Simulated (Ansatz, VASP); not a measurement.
# Pt in VASP and in Ansatz

INCAR

```
SYSTEM = Pt
ALGO     = Fast           ! electronic algorithm
EDIFF    = 1E-6           ! SCF threshold, eV
ENCUT    = 520            ! plane-wave cutoff, eV
GGA      = PS             ! functional
ISIF     = 2              ! what is computed and relaxed
ISMEAR   = 0              ! smearing method
LASPH    = .TRUE.         ! aspherical terms in the spheres
LCHARG   = .FALSE.        ! write CHGCAR
LREAL    = .FALSE.        ! projectors in reciprocal space
LWAVE    = .FALSE.        ! write WAVECAR
NBANDS   = 11             ! bands
NELM     = 80             ! most SCF steps
PREC     = Accurate       ! precision mode
SIGMA    = 0.15           ! smearing width, eV
```

KPOINTS

```
k-points
0
G
  22 22 22
  0 0 0
```

Contents of POSCAR:

```
Pt
1.0
   -1.5604422864      1.5604422864      1.5604422864
    1.5604422864     -1.5604422864      1.5604422864
    1.5604422864      1.5604422864     -1.5604422864
Pt
1
Direct
    0.0000000000      0.0000000000      0.0000000000
```

Input for Ansatz:

```yaml
crystal:
  lattice:
    - [-1.5604422864, 1.5604422864, 1.5604422864]
    - [1.5604422864, -1.5604422864, 1.5604422864]
    - [1.5604422864, 1.5604422864, -1.5604422864]
  atoms:
    - { symbol: Pt, position: [0.0, 0.0, 0.0] }
basis:
  ecutwfc: 420
kpoints:
  mp_grid: { grid: [22, 22, 22] }
hamiltonian:
  xc: pbesol
  pseudopotentials: { kind: paw, azcp: { folder: soft_1 } }
scf:
  occupations: { method: gaussian, width: 0.15 }
output:
  forces: true
  stress: true
  eigenvalues: true
  write_density: true
  write_potential: true
  elf: true
  volumetric_format: npy
```

Alike in both runs: task single point; functional PBEsol; k mesh 22 × 22 × 22; occupations gaussian, width 0.15 eV; no spin polarisation.

```csv
,VASP,Ansatz
version,VASP 6.6.1,Ansatz 0.2.0
potentials or method,"VASP PAW PBE potentials, release 64 (Pt), cutoff 520 eV","scalar-relativistic, plane waves, PAW"
valence electrons in the cell,10,18
```

VASP gave:

| Item | Value |
| --- | --- |
| gap on the k mesh at the Fermi level (eV) | none |
| pressure (GPa) | -0.2 |

**Question.** Estimate Ansatz's values.

**Answer.** gap on the k mesh at the Fermi level (eV): none; pressure (GPa): 0.2.

VASP's potentials were made for PBE, not for PBEsol, and Ansatz warns of the same on its side. A gap of «none» marks a metal or a gap that the smearing closes. The functional is the same, so the differences come from potentials, cutoffs and numerics. VASP's potentials hold 10 valence electrons a cell and Ansatz's 18, so a difference there can come from the potentials and not from the codes.

Neither program's run includes spin-orbit coupling.
